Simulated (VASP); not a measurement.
# TiAl (P4/mmm) in VASP: a series of runs

TiAl is run at these levels: PBEsol; tasks: single point.

Program: VASP 6.6.1. These are calculated values, not measurements. Logs are shortened: lines on timing, memory, paths and dates and some standing lists are left out, and cuts for length are marked.

**1. The cell of the first run**

Symmetry: P4/mmm, No. 123, tetragonal system. The conventional cell has a = 2.722 Å, b = 2.722 Å, c = 4.131 Å, α = 90.00°, β = 90.00°, γ = 90.00°. Ti (site symmetry 4/mmm) has 4 Ti at 2.72 Å and 8 Al at 2.82 Å within 3.6 Å. Within 3.6 Å of Al (site symmetry 4/mmm) lie 4 Al at 2.72 Å and 8 Ti at 2.82 Å.

**2. Single point, PBEsol (15.30 Å³/atom)**

INCAR reads:

```
SYSTEM = TiAl
ALGO = Normal
EDIFF = 1E-6
ENCUT = 500
GGA = PS
GGA_COMPAT = .FALSE.
ISIF = 2
ISMEAR = 0
LASPH = .TRUE.
LCHARG = .FALSE.
LREAL = .FALSE.
LWAVE = .FALSE.
NBANDS = 14
NELM = 120
PREC = Accurate
SIGMA = 0.15
```

KPOINTS reads:

```
k-points
0
G
  16 16 16
  0 0 0
```

POSCAR reads:

```
TiAl
1.0
    2.7219679432      0.0000000000      0.0000000000
    0.0000000000      2.7219679432      0.0000000000
    0.0000000000      0.0000000000      4.1311307474
Ti Al
1 1
Direct
    0.0000000000      0.0000000000      0.0000000000
    0.5000000000      0.5000000000      0.5000000000
```

Potentials or basis: VASP PAW PBE potentials, release 64 (Ti_sv, Al).

On the command line:

```sh
$ cat potpaw_PBE.64/Ti_sv/POTCAR potpaw_PBE.64/Al/POTCAR > POTCAR
$ mpirun -np 1 vasp_std > vasp.out
```

OUTCAR:

```text
SYSTEM = TiAl
   EDIFF = 1E-6
   ENCUT = 500
   GGA = PS
   ISIF = 2
   ISMEAR = 0
   LASPH = .TRUE.
   LREAL = .FALSE.
   NELM = 120
   PREC = Accurate

 ion  position               nearest neighbor table
   1  0.000  0.000  0.000-   2 2.82   2 2.82   2 2.82   2 2.82   2 2.82   2 2.82   2 2.82   2 2.82

   2  0.500  0.500  0.500-   1 2.82   1 2.82   1 2.82   1 2.82   1 2.82   1 2.82   1 2.82   1 2.82

  LATTYP: Found a simple tetragonal cell.
 ALAT       =     2.7219679432
 C/A-ratio  =     1.5177000000

  Lattice vectors:

 A1 = (   2.7219679432,   0.0000000000,   0.0000000000)
 A2 = (   0.0000000000,   2.7219679432,   0.0000000000)
 A3 = (   0.0000000000,   0.0000000000,   4.1311307474)

Analysis of symmetry for initial positions (statically):
=====================================================================
 Subroutine PRICEL returns:
 Original cell was already a primitive cell.

 Routine SETGRP: Setting up the symmetry group for a
 simple tetragonal supercell.

 Subroutine GETGRP returns: Found 16 space group operations
 (whereof 16 operations were pure point group operations)
 out of a pool of 16 trial point group operations.

The static configuration has the point symmetry D_4h.

Analysis of symmetry for dynamics (positions and initial velocities):
=====================================================================
 Subroutine PRICEL returns:
 Original cell was already a primitive cell.

 Routine SETGRP: Setting up the symmetry group for a
 simple tetragonal supercell.

 Subroutine GETGRP returns: Found 16 space group operations
 (whereof 16 operations were pure point group operations)
 out of a pool of 16 trial point group operations.

The dynamic configuration has the point symmetry D_4h.

 Subroutine INISYM returns: Found 16 space group operations
 (whereof 16 operations are pure point group operations),
 and found     1 'primitive' translations

----------------------------------------------------------------------------------------

                                     Primitive cell

  volume of cell :      30.6080

  direct lattice vectors                    reciprocal lattice vectors
     2.721967943  0.000000000  0.000000000     0.367381255  0.000000000  0.000000000
     0.000000000  2.721967943  0.000000000     0.000000000  0.367381255  0.000000000
     0.000000000  0.000000000  4.131130747     0.000000000  0.000000000  0.242064476

  length of vectors
     2.721967943  2.721967943  4.131130747     0.367381255  0.367381255  0.242064476

  position of ions in fractional coordinates (direct lattice)
     0.000000000  0.000000000  0.000000000
     0.500000000  0.500000000  0.500000000

  ion indices of the primitive-cell ions
   primitive index   ion index
                 1           1
                 2           2

----------------------------------------------------------------------------------------

 KPOINTS: k-points

Automatic generation of k-mesh.
 Grid dimensions read from file:
 generate k-points for:   16   16   16

 Generating k-lattice:

  Cartesian coordinates                     Fractional coordinates (reciprocal lattice)
     0.022961328  0.000000000  0.000000000     0.062500000  0.000000000  0.000000000
     0.000000000  0.022961328  0.000000000     0.000000000  0.062500000  0.000000000
     0.000000000  0.000000000  0.015129030     0.000000000  0.000000000  0.062500000

  Length of vectors
     0.022961328  0.022961328  0.015129030

  Shift w.r.t. Gamma in fractional coordinates (k-lattice)
     0.000000000  0.000000000  0.000000000

 Subroutine IBZKPT returns following result:
 ===========================================

 Found    405 irreducible k-points:

 Following reciprocal coordinates:
            Coordinates               Weight
  0.000000  0.000000  0.000000      1.000000
  0.062500  0.000000  0.000000      4.000000
  0.125000  0.000000  0.000000      4.000000
  0.187500  0.000000  0.000000      4.000000
  0.250000  0.000000  0.000000      4.000000
  0.312500  0.000000  0.000000      4.000000
[... 16 lines left out ...]
  0.437500  0.125000  0.000000      8.000000
  0.500000  0.125000  0.000000      4.000000
 [... further k-points ...]
   k-points           NKPTS =    405   k-points in BZ     NKDIM =    405   number of bands    NBANDS=     14
   number of dos      NEDOS =    301   number of ions     NIONS =      2
   total plane-waves  NPLWV =  12000
   dimension x,y,z NGX =    20 NGY =   20 NGZ =   30
   dimension x,y,z NGXF=    40 NGYF=   40 NGZF=   60
   ions per type =               1   1
   NGX,Y,Z   is equivalent  to a cutoff of  12.22, 12.22, 12.07 a.u.
   NGXF,Y,Z  is equivalent  to a cutoff of  24.43, 24.43, 24.15 a.u.
 SYSTEM =  TiAl
   PREC   = accura    normal or accurate (medium, high low for compatibility)
   ISTART =      0    job   : 0-new  1-cont  2-samecut
   ICHARG =      2    charge: 1-file 2-atom 10-const
   ISPIN  =      1    spin polarized calculation?
   LNONCOLLINEAR =      F non collinear calculations
   LSORBIT =      F    spin-orbit coupling
   LASPH  =      T    aspherical Exc in radial PAW
   ENCUT  =  500.0 eV  36.75 Ry    6.06 a.u.   4.96  4.96  7.53*2*pi/ulx,y,z
   NELM   =    120;   NELMIN=  2; NELMDL= -5     # of ELM steps
   EDIFF  = 0.1E-05   stopping-criterion for ELM
   LREAL  =      F    real-space projection
   EDIFFG = 0.1E-04   stopping-criterion for IOM
   NSW    =      0    number of steps for IOM
   IBRION =     -1    ionic relax: 0-MD 1-quasi-New 2-CG
   NFREE  =      0    steps in history (QN), initial steepest desc. (CG)
   ISIF   =      2    stress and relaxation
   ISYM   =      2    0-nonsym 1-usesym 2-fastsym
   POTIM  = 0.5000    time-step for ionic-motion
   TEBEG  =    0.0;   TEEND  =   0.0 temperature during run
   PSTRESS=    0.0 pullay stress
   NELECT =      15.0000    total number of electrons
   NUPDOWN=      -1.0000    fix difference up-down
   EMIN   =  10.00;   EMAX   =-10.00  energy-range for DOS
   EFERMI =   0.00;   METHOD = LEGACY
   ISMEAR =     0;   SIGMA  =   0.15  broadening in eV -4-tet -1-fermi 0-gaus
   EFERMI_NEDOS =   21; number of points for ismear=-14 and -15
   IALGO  =     38    algorithm
   IMIX   =      4    mixing-type and parameters
     AMIX     =   0.40;   BMIX     =  1.00
     AMIX_MAG =   1.60;   BMIX_MAG =  1.00
  volume/ion in A,a.u.               =      15.30       103.28
  Fermi-wavevector in a.u.,A,eV,Ry     =   1.290705  2.439078 22.666203  1.665919
  Thomas-Fermi vector in A             =   2.422520
   LORBIT       =      0    0 simple, 1 ext, 2 COOP (PROOUT), +10 PAW based schemes
   GGA     = PS    functional components
   LHFCALC =     F    Hartree Fock is set to
   AEXX    =    0.0000 exact exchange contribution
   IVDW    =     0    specifies the selected vdW correction
   LEPSILON=     F    determine dielectric tensor
   LRPA    =     F    only Hartree local field effects (RPA)
 non-spin polarized calculation
 Gauss-broadening in eV      SIGMA  =   0.15
  energy-cutoff  :      500.00
  volume of cell :       30.61
 maximum number of plane-waves:       800
 NGX is ok and might be reduce to    20
   NGX =  9   NGY =  9   NGZ = 15

 number of electron      15.0000011 magnetization

 Free energy of the ion-electron system (eV)
  ---------------------------------------------------
  ext. energy  EPLUGINS =         0.00000000
  ---------------------------------------------------
  free energy    TOTEN  =       -13.23275546 eV

  energy without entropy =      -13.21216132  energy(sigma->0) =      -13.22245839

 E-fermi :   8.8492     XC(G=0): -11.3927

 val. band max:        8.8481040882   @ k =   0.4375   0.1250   0.0625
 cond. band min:       8.8567121578   @ k =   0.3750   0.3750   0.0000
 fundamental gap:      0.0086080696
 Fermi energy:         8.8492384939

 k-point     1 :       0.0000    0.0000    0.0000
  band No.  band energies     occupation
      1     -47.4046      2.00000
      2     -23.9038      2.00000
      3     -23.3683      2.00000
      4     -23.3683      2.00000
      5      -0.5041      2.00000
      6       6.7169      2.00000
      7       7.9157      2.00000
      8       8.0294      2.00000
      9      11.2920      0.00000
     10      11.2920      0.00000
     11      12.5623      0.00000
     12      14.8562      0.00000
     13      18.2366      0.00000
     14      18.2367      0.00000

 k-point     2 :       0.0625    0.0000    0.0000
  band No.  band energies     occupation
      1     -47.4012      2.00000
      2     -23.9005      2.00000
      3     -23.3947      2.00000
      4     -23.3660      2.00000
      5      -0.4212      2.00000
      6       6.7922      2.00000
      7       7.9572      2.00000
      8       7.9808      2.00000
      9      11.3068      0.00000
     10      11.3454      0.00000
     11      12.4773      0.00000
     12      14.8586      0.00000
     13      16.6993      0.00000
     14      18.3379      0.00000

 k-point     3 :       0.1250    0.0000    0.0000
  band No.  band energies     occupation
      1     -47.3916      2.00000
      2     -23.8914      2.00000
      3     -23.4695      2.00000
      4     -23.3596      2.00000
      5      -0.1744      2.00000
      6       7.0020      2.00000
      7       7.8441      2.00000
      8       8.0652      2.00000
      9      11.3492      0.00000
     10      11.5054      0.00000
     11      12.2470      0.00000
     12      14.8075      0.00000
     13      15.1867      0.00000
     14      18.6263      0.00000
[... 324 lines left out ...]
 k-point    23 :       0.4375    0.1250    0.0000
  band No.  band energies     occupation
      1     -47.3056      2.00000
      2     -23.9983      2.00000
      3     -23.8104      2.00000
      4     -23.4059      2.00000
      5       3.5306      2.00000
      6       5.6407      2.00000
      7       7.0711      2.00000
      8       8.8470      1.01709
      9      10.2613      0.00000
     10      10.7711      0.00000
     11      13.2964      0.00000
     12      14.5667      0.00000
     13      15.0616      0.00000
     14      17.3902      0.00000

 k-point    24 :       0.5000    0.1250    0.0000
  band No.  band energies     occupation
      1     -47.3022      2.00000
      2     -24.0227      2.00000
      3     -23.8072      2.00000
      4     -23.4034      2.00000
      5       4.5059      2.00000
      6       4.6082      2.00000
      7       7.0328      2.00000
      8       8.9441      0.37115
      9      10.1439      0.00000
     10      10.7973      0.00000
     11      13.5268      0.00000
     12      14.8181      0.00000
     13      15.0031      0.00000
     14      17.0067      0.00000

 [... further k-points ...]

------------------------ aborting loop because EDIFF is reached ----------------------------------------

  FORCE on cell =-STRESS in cart. coord.  units (eV):
  Direction    XX          YY          ZZ          XY          YZ          ZX
  --------------------------------------------------------------------------------------
  -------------------------------------------------------------------------------------
  Total        1.0523140      1.0523140      0.1300851      0.0000000     -0.0000000      0.0000000
  in kB       55.0834305     55.0834305      6.8093095      0.0000000     -0.0000000      0.0000000
  external PRESSURE =      38.9920568 kB  Pullay stress =       0.0000000 kB

 VOLUME and BASIS-vectors are now :
 -----------------------------------------------------------------------------
  energy-cutoff  :      500.00
  volume of cell :       30.61
      direct lattice vectors                 reciprocal lattice vectors
     2.721967943  0.000000000  0.000000000     0.367381255  0.000000000  0.000000000
     0.000000000  2.721967943  0.000000000     0.000000000  0.367381255  0.000000000
     0.000000000  0.000000000  4.131130747     0.000000000  0.000000000  0.242064476

 POSITION                                       TOTAL-FORCE (eV/Angst)
 -----------------------------------------------------------------------------------
      0.00000      0.00000      0.00000         0.000000      0.000000      0.000000
      1.36098      1.36098      2.06557         0.000000      0.000000      0.000000
 -----------------------------------------------------------------------------------
    total drift:                                0.000000      0.000000     -0.000000

  FREE ENERGIE OF THE ION-ELECTRON SYSTEM (eV)
  ---------------------------------------------------
  free  energy   TOTEN  =       -13.2327554552 eV

  energy  without entropy=      -13.2121613229  energy(sigma->0) =      -13.22245839
```

Wall time 2.9 min (1 thread of Intel Xeon 8259CL, shared host); peak memory 0.28 GiB.

What came out:

```
Free energy            : -13.2328 eV
Pressure               : 3.9 GPa
Band gap on the k mesh : zero (an odd number of electrons rules out a gap without spin polarisation)
```

Stress tensor (GPa, compression positive):
```
5.51 0.00 0.00
0.00 5.51 0.00
0.00 0.00 0.68
```

Caveat: the cell stands under pressure; the PAW data sets were made with another functional, which shifts forces and pressure a little.

**3. Single point, PBEsol (15.30 Å³/atom)**

INCAR reads:

```
ALGO     = Normal         # electronic algorithm
EDIFF    = 1E-6           # SCF threshold, eV
ENCUT    = 500            # plane-wave cutoff, eV
GGA      = PS             # functional
GGA_COMPAT= F            
ISIF     = 2              # what is computed and relaxed
ISMEAR   = 0              # smearing method
LASPH    = T              # aspherical terms in the spheres
LCHARG   = F              # write CHGCAR
LREAL    = F              # projectors in reciprocal space
LWAVE    = F              # write WAVECAR
NBANDS   = 14             # bands
NELM     = 120            # most SCF steps
PREC     = Accurate       # precision mode
SIGMA    = 0.15           # smearing width, eV
```

KPOINTS reads:

```
k-points
0
Gamma
  16 16 16
```

POSCAR reads:

```
TiAl
1.0
    2.9863894667      0.0000000000      0.0000000000
    0.0000000000      2.9863894667      0.0000000000
    0.0000000000      0.0000000000      3.4319587751
Ti Al
1 1
Direct
    0.0000000000      0.0000000000      0.0000000000
    0.5000000000      0.5000000000      0.5000000000
```

Potentials or basis: VASP PAW PBE potentials, release 64 (Ti_sv, Al).

On the command line:

```sh
$ cat potpaw_PBE.64/Ti_sv/POTCAR potpaw_PBE.64/Al/POTCAR > POTCAR
$ mpirun -np 1 vasp_std > vasp.out
```

Wall time 2.7 min (1 thread of Intel Xeon 8259CL, shared host); peak memory 0.28 GiB.

The run converged. Its results:

```yaml
Free_energy: -13.0627 eV
Pressure: 3.6 GPa
Band_gap_on_the_k_mesh: zero (an odd number of electrons rules out a gap without spin polarisation)
```

Stress tensor (GPa, compression positive):
```
0.46 0.00 0.00
0.00 0.46 0.00
0.00 0.00 9.73
```

Levels at points of the mesh, in eV from the Fermi level:
| k point | band 6 | band 7 | band 8 | band 9 | band 10 | band 11 |
| --- | --- | --- | --- | --- | --- | --- |
| (0.00, 0.00, 0.00) | -1.66 | -1.24 | 1.90 | 1.90 | 2.44 | 2.54 |
| (0.50, 0.00, 0.00) | -5.09 | -0.76 | -0.40 | 0.86 | 2.21 | 3.89 |
| (0.50, 0.50, 0.00) | -1.47 | -1.47 | -1.19 | 0.18 | 0.18 | 3.53 |
| (0.00, 0.00, 0.50) | -5.36 | -0.66 | 0.81 | 0.81 | 2.22 | 2.64 |
| (0.50, 0.00, 0.50) | -2.55 | -1.74 | -1.45 | 1.14 | 1.39 | 2.55 |
| (0.50, 0.50, 0.50) | -3.04 | -3.04 | 1.22 | 2.72 | 2.81 | 3.48 |

Caveat: the cell stands under pressure; the PAW data sets were made with another functional, which shifts forces and pressure a little.
